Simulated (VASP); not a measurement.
Here is a VASP 6.6.1 calculation.

POSCAR

```
BAs
1.0
    0.0000000000      2.3885000000      2.3885000000
    2.3885000000      0.0000000000      2.3885000000
    2.3885000000      2.3885000000      0.0000000000
B As
1 1
Direct
    0.0000000000      0.0000000000      0.0000000000
    0.2500000000      0.2500000000      0.2500000000
```

INCAR.step1

```
SYSTEM = BAs
PREC = Accurate
ENCUT = 550
ISMEAR = 0
SIGMA = 0.01
LREAL = .False.
LASPH = .True.
NELM = 120
NBANDS = 11
GGA = PE
ALGO = Normal
EDIFF = 1E-5
LWAVE = .True.
LCHARG = .False.
GGA_COMPAT = .False.
```

INCAR.step2

```
SYSTEM = BAs
PREC = Accurate
ENCUT = 550
EDIFF = 1E-6
ISMEAR = 0
SIGMA = 0.01
LREAL = .False.
LASPH = .True.
NELM = 120
ALGO = Normal
ISIF = 2
LWAVE = .False.
LCHARG = .False.
METAGGA = R2SCAN
LMIXTAU = .True.
IVDW = 13
VDW_S6 = 1.0
VDW_S8 = 0.6018749
VDW_A1 = 0.51559235
VDW_A2 = 5.77342911
NBANDS = 11
ISTART = 1
GGA_COMPAT = .False.
```

Contents of KPOINTS:

```
Automatic mesh
0
Gamma
  5 5 5
  0 0 0
```

Potentials or basis: VASP PAW PBE potentials, release 64 (B, As).

Command:

```console
$ cat potpaw_PBE.64/B/POTCAR potpaw_PBE.64/As/POTCAR > POTCAR
$ cp INCAR.step1 INCAR
$ mpirun -np 1 vasp_std > vasp.out
$ cp INCAR.step2 INCAR
$ mpirun -np 1 vasp_std > vasp.out
```

(1) Estimate the band gap on the k mesh.

(2) What does it give for the dispersion energy per atom?

(3) Estimate the pressure.

Results:

(1) 1.36 eV, indirect (least direct gap 3.44 eV).

(2) -0.137 eV.

(3) -0.5 GPa.

Caveat: the k points lie up to 0.46 Å⁻¹ apart; the PAW data sets were made with another functional, which shifts forces and pressure a little.
